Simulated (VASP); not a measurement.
# SiO2 (P2_13) in VASP: a series of runs, part 2 of 3

VASP 6.6.1. The steps go on from the part before.

**3. Single point, LDA (volume scaled by 0.94, then relaxed in part)**

INCAR reads:

```
SYSTEM = SiO2
PREC     = Accurate       ! precision mode
ENCUT    = 520            ! plane-wave cutoff, eV
EDIFF    = 1E-6           ! SCF threshold, eV
ISMEAR   = 0              ! smearing method
SIGMA    = 0.02           ! smearing width, eV
LREAL    = Auto         
LASPH    = .TRUE.         ! aspherical terms in the spheres
NELM     = 80             ! most SCF steps
ALGO     = Normal         ! electronic algorithm
ISIF     = 2              ! what is computed and relaxed
LWAVE    = .FALSE.        ! write WAVECAR
LCHARG   = .FALSE.        ! write CHGCAR
GGA      = CA             ! functional
NBANDS   = 82             ! bands
```

KPOINTS reads:

```
regular mesh
0
G
  4 4 4
  0 0 0
```

POSCAR reads:

```
SiO2
1.0
    6.9063642167      0.0000000000      0.0000000000
    0.0000000000      6.9063642167      0.0000000000
    0.0000000000      0.0000000000      6.9063642167
Si O
8 16
Direct
    0.2929398651      0.2929398651      0.2929398651
    0.2070601349      0.7070601349      0.7929398651
    0.7929398651      0.2070601349      0.7070601349
    0.7070601349      0.7929398651      0.2070601349
    1.0261474285      1.0261474285      1.0261474285
    0.4738525715     -0.0261474285      0.5261474285
    0.5261474285      0.4738525715     -0.0261474285
   -0.0261474285      0.5261474285      0.4738525715
    0.1592283166      0.1592283166      0.1592283166
    0.3407716834      0.8407716834      0.6592283166
    0.6592283166      0.3407716834      0.8407716834
    0.8407716834      0.6592283166      0.3407716834
    0.6373642151      0.6736861811      0.0195724558
    0.8626357849      0.3263138189      0.5195724558
    0.1373642151      0.8263138189      0.9804275442
    0.3626357849      0.1736861811      0.4804275442
    0.0195724558      0.6373642151      0.6736861811
    0.5195724558      0.8626357849      0.3263138189
    0.9804275442      0.1373642151      0.8263138189
    0.4804275442      0.3626357849      0.1736861811
    0.6736861811      0.0195724558      0.6373642151
    0.3263138189      0.5195724558      0.8626357849
    0.8263138189      0.9804275442      0.1373642151
    0.1736861811      0.4804275442      0.3626357849
```

Potentials or basis: VASP PAW LDA potentials, release 64 (Si, O).

On the command line:

```sh
$ cat potpaw_LDA.64/Si/POTCAR potpaw_LDA.64/O/POTCAR > POTCAR
$ mpirun -np 1 vasp_std > vasp.out
```

OUTCAR:

```text
SYSTEM = SiO2
   PREC = Accurate
   ENCUT = 520
   EDIFF = 1E-6
   ISMEAR = 0
   LREAL = Auto
   LASPH = .TRUE.
   NELM = 80
   ISIF = 2
   GGA = CA

 ion  position               nearest neighbor table
   1  0.293  0.293  0.293-   9 1.60  16 1.61  20 1.61  24 1.61   7 3.00   8 3.00   6 3.00
   2  0.207  0.707  0.793-  10 1.60  15 1.61  17 1.61  22 1.61   7 3.00   8 3.00   5 3.00
   3  0.793  0.207  0.707-  11 1.60  14 1.61  19 1.61  21 1.61   6 3.00   8 3.00   5 3.00
   4  0.707  0.793  0.207-  12 1.60  13 1.61  18 1.61  23 1.61   6 3.00   7 3.00   5 3.00
   5  0.026  0.026  0.026-   9 1.59  15 1.61  19 1.61  23 1.61   3 3.00   4 3.00   2 3.00
   6  0.474  0.974  0.526-  10 1.59  16 1.61  18 1.61  21 1.61   3 3.00   4 3.00   1 3.00
   7  0.526  0.474  0.974-  11 1.59  13 1.61  20 1.61  22 1.61   2 3.00   4 3.00   1 3.00
   8  0.974  0.526  0.474-  12 1.59  14 1.61  17 1.61  24 1.61   2 3.00   3 3.00   1 3.00
   9  0.159  0.159  0.159-   5 1.59   1 1.60
  10  0.341  0.841  0.659-   6 1.59   2 1.60
  11  0.659  0.341  0.841-   7 1.59   3 1.60
  12  0.841  0.659  0.341-   8 1.59   4 1.60
  13  0.637  0.674  0.020-   4 1.61   7 1.61
  14  0.863  0.326  0.520-   3 1.61   8 1.61
[... 8 lines left out ...]
  23  0.826  0.980  0.137-   4 1.61   5 1.61
  24  0.174  0.480  0.363-   1 1.61   8 1.61

  LATTYP: Found a simple cubic cell.
 ALAT       =     6.9063642167

  Lattice vectors:

 A1 = (   6.9063642167,   0.0000000000,   0.0000000000)
 A2 = (   0.0000000000,   6.9063642167,   0.0000000000)
 A3 = (   0.0000000000,   0.0000000000,   6.9063642167)

Analysis of symmetry for initial positions (statically):
=====================================================================
 Subroutine PRICEL returns:
 Original cell was already a primitive cell.

 Routine SETGRP: Setting up the symmetry group for a
 simple cubic supercell.

 Subroutine GETGRP returns: Found 12 space group operations
 (whereof  3 operations were pure point group operations)
 out of a pool of 48 trial point group operations.

The static configuration has the point symmetry C_3 .
 The point group associated with its full space group is T   .

Analysis of symmetry for dynamics (positions and initial velocities):
=====================================================================
 Subroutine PRICEL returns:
 Original cell was already a primitive cell.

 Routine SETGRP: Setting up the symmetry group for a
 simple cubic supercell.

 Subroutine GETGRP returns: Found 12 space group operations
 (whereof  3 operations were pure point group operations)
 out of a pool of 48 trial point group operations.

The dynamic configuration has the point symmetry C_3 .
 The point group associated with its full space group is T   .

 Subroutine INISYM returns: Found 12 space group operations
 (whereof  3 operations are pure point group operations),
 and found     1 'primitive' translations

----------------------------------------------------------------------------------------

                                     Primitive cell

  volume of cell :     329.4188

  direct lattice vectors                    reciprocal lattice vectors
     6.906364217  0.000000000  0.000000000     0.144793985  0.000000000  0.000000000
     0.000000000  6.906364217  0.000000000     0.000000000  0.144793985  0.000000000
     0.000000000  0.000000000  6.906364217     0.000000000  0.000000000  0.144793985

  length of vectors
     6.906364217  6.906364217  6.906364217     0.144793985  0.144793985  0.144793985

  position of ions in fractional coordinates (direct lattice)
     0.292939865  0.292939865  0.292939865
[... 91 lines left out ...]
   number of dos      NEDOS =    301   number of ions     NIONS =     24
   total plane-waves  NPLWV = 157464
   dimension x,y,z NGX =    54 NGY =   54 NGZ =   54
   dimension x,y,z NGXF=   108 NGYF=  108 NGZF=  108
   ions per type =               8  16
   NGX,Y,Z   is equivalent  to a cutoff of  13.00, 13.00, 13.00 a.u.
   NGXF,Y,Z  is equivalent  to a cutoff of  26.00, 26.00, 26.00 a.u.
 SYSTEM =  SiO2
   PREC   = accura    normal or accurate (medium, high low for compatibility)
   ISTART =      0    job   : 0-new  1-cont  2-samecut
   ICHARG =      2    charge: 1-file 2-atom 10-const
   ISPIN  =      1    spin polarized calculation?
   LNONCOLLINEAR =      F non collinear calculations
   LSORBIT =      F    spin-orbit coupling
   LASPH  =      T    aspherical Exc in radial PAW
   ENCUT  =  520.0 eV  38.22 Ry    6.18 a.u.  12.84 12.84 12.84*2*pi/ulx,y,z
   NELM   =     80;   NELMIN=  2; NELMDL= -5     # of ELM steps
   EDIFF  = 0.1E-05   stopping-criterion for ELM
   LREAL  =      T    real-space projection
   EDIFFG = 0.1E-04   stopping-criterion for IOM
   NSW    =      0    number of steps for IOM
   IBRION =     -1    ionic relax: 0-MD 1-quasi-New 2-CG
   NFREE  =      0    steps in history (QN), initial steepest desc. (CG)
   ISIF   =      2    stress and relaxation
   ISYM   =      2    0-nonsym 1-usesym 2-fastsym
   POTIM  = 0.5000    time-step for ionic-motion
   TEBEG  =    0.0;   TEEND  =   0.0 temperature during run
   PSTRESS=    0.0 pullay stress
   NELECT =     128.0000    total number of electrons
   NUPDOWN=      -1.0000    fix difference up-down
   EMIN   =  10.00;   EMAX   =-10.00  energy-range for DOS
   EFERMI =   0.00;   METHOD = LEGACY
   ISMEAR =     0;   SIGMA  =   0.02  broadening in eV -4-tet -1-fermi 0-gaus
   EFERMI_NEDOS =   21; number of points for ismear=-14 and -15
   IALGO  =     38    algorithm
   IMIX   =      4    mixing-type and parameters
     AMIX     =   0.40;   BMIX     =  1.00
     AMIX_MAG =   1.60;   BMIX_MAG =  1.00
  volume/ion in A,a.u.               =      13.73        92.63
  Fermi-wavevector in a.u.,A,eV,Ry     =   1.194617  2.257499 19.417006  1.427110
  Thomas-Fermi vector in A             =   2.330603
   LORBIT       =      0    0 simple, 1 ext, 2 COOP (PROOUT), +10 PAW based schemes
   GGA     = CA    functional components
   LHFCALC =     F    Hartree Fock is set to
   AEXX    =    0.0000 exact exchange contribution
   IVDW    =     0    specifies the selected vdW correction
   LEPSILON=     F    determine dielectric tensor
   LRPA    =     F    only Hartree local field effects (RPA)
 non-spin polarized calculation
 Gauss-broadening in eV      SIGMA  =   0.02
  energy-cutoff  :      520.00
  volume of cell :      329.42
 maximum number of plane-waves:      9008
 NGX is ok and might be reduce to    54
   NGX = 25   NGY = 25   NGZ = 25

 number of electron     128.0000059 magnetization

 Free energy of the ion-electron system (eV)
  ---------------------------------------------------
  ext. energy  EPLUGINS =         0.00000000
  ---------------------------------------------------
  free energy    TOTEN  =      -207.35287431 eV

  energy without entropy =     -207.35287431  energy(sigma->0) =     -207.35287431

 E-fermi :   0.1210     XC(G=0):  -9.2207

 val. band max:        0.0043893949   @ k =   0.5000   0.5000   0.5000
 cond. band min:       5.7830413957   @ k =   0.0000   0.0000   0.0000
 fundamental gap:      5.7786520009
 Fermi energy:         0.1209827941

 k-point     1 :       0.0000    0.0000    0.0000
  band No.  band energies     occupation
      1     -19.1147      2.00000
      2     -18.1433      2.00000
      3     -18.1433      2.00000
      4     -18.1433      2.00000
      5     -18.0926      2.00000
      6     -18.0926      2.00000
[... 858 lines left out ...]
     75       9.5612      0.00000
     76       9.5612      0.00000
 [bands above 76 left out]

------------------------ aborting loop because EDIFF is reached ----------------------------------------

  FORCE on cell =-STRESS in cart. coord.  units (eV):
  Direction    XX          YY          ZZ          XY          YZ          ZX
  --------------------------------------------------------------------------------------
  -------------------------------------------------------------------------------------
  Total        2.9394500      2.9394500      2.9394500      0.0000000      0.0000000      0.0000000
  in kB       14.2964506     14.2964506     14.2964506      0.0000000      0.0000000      0.0000000
  external PRESSURE =      14.2964506 kB  Pullay stress =       0.0000000 kB

 VOLUME and BASIS-vectors are now :
 -----------------------------------------------------------------------------
  energy-cutoff  :      520.00
  volume of cell :      329.42
      direct lattice vectors                 reciprocal lattice vectors
     6.906364217  0.000000000  0.000000000     0.144793985  0.000000000  0.000000000
     0.000000000  6.906364217  0.000000000     0.000000000  0.144793985  0.000000000
     0.000000000  0.000000000  6.906364217     0.000000000  0.000000000  0.144793985

 POSITION                                       TOTAL-FORCE (eV/Angst)
 -----------------------------------------------------------------------------------
      2.02315      2.02315      2.02315        -0.002645     -0.002645     -0.002645
      1.43003      4.88321      5.47633         0.002645      0.002645     -0.002645
      5.47633      1.43003      4.88321        -0.002645      0.002645      0.002645
      4.88321      5.47633      1.43003         0.002645     -0.002645      0.002645
      0.18058      0.18058      0.18058         0.036449      0.036449      0.036449
      3.27260      6.72578      3.63377        -0.036449     -0.036449      0.036449
[... 16 lines left out ...]
      5.70682      6.77119      0.94869        -0.018355      0.031675      0.005044
      1.19954      3.31801      2.50449         0.018355      0.031675     -0.005044
 -----------------------------------------------------------------------------------
    total drift:                                0.000000     -0.000000      0.000000

  FREE ENERGIE OF THE ION-ELECTRON SYSTEM (eV)
  ---------------------------------------------------
  free  energy   TOTEN  =      -207.3528743091 eV

  energy  without entropy=     -207.3528743091  energy(sigma->0) =     -207.35287431
```

Run time: 8.3 min. Hardware: 1 thread of AMD EPYC 7R43 (Zen 3), shared host; peak memory 0.37 GiB.

What came out:

- Free energy: -207.3529 eV
- Pressure: 1.4 GPa
- Largest force: 0.063 eV/Å
- Band gap on the k mesh: 5.78 eV, indirect (least direct gap 5.79 eV)

Forces on the atoms (eV/Å):
```
Si  -0.003 -0.003 -0.003
Si   0.003  0.003 -0.003
Si  -0.003  0.003  0.003
Si   0.003 -0.003  0.003
Si   0.036  0.036  0.036
Si  -0.036 -0.036  0.036
Si   0.036 -0.036 -0.036
Si  -0.036  0.036 -0.036
O    0.013  0.013  0.013
O   -0.013 -0.013  0.013
O    0.013 -0.013 -0.013
O   -0.013  0.013 -0.013
O    0.005  0.018 -0.032
O   -0.005 -0.018 -0.032
O    0.005 -0.018  0.032
O   -0.005  0.018  0.032
O   -0.032  0.005  0.018
O   -0.032 -0.005 -0.018
O    0.032  0.005 -0.018
O    0.032 -0.005  0.018
O    0.018 -0.032  0.005
O   -0.018 -0.032 -0.005
O   -0.018  0.032  0.005
O    0.018  0.032 -0.005
```

Levels at points of the mesh, in eV from the valence-band top:
| k point | band 61 | band 62 | band 63 | band 64 | band 65 | band 66 | band 67 | band 68 |
| --- | --- | --- | --- | --- | --- | --- | --- | --- |
| (0.00, 0.00, 0.00) | -0.30 | -0.02 | -0.02 | -0.02 | 5.78 | 8.83 | 8.83 | 8.83 |
| (0.50, 0.00, 0.00) | -0.19 | -0.19 | -0.16 | -0.16 | 7.02 | 7.02 | 8.90 | 8.90 |
| (0.50, 0.50, 0.00) | -0.23 | -0.23 | -0.09 | -0.09 | 7.86 | 7.86 | 7.92 | 7.92 |
| (0.50, 0.50, 0.50) | 0.00 | 0.00 | 0.00 | 0.00 | 8.24 | 8.24 | 8.24 | 8.24 |

(Continued in part 3 of 3.)
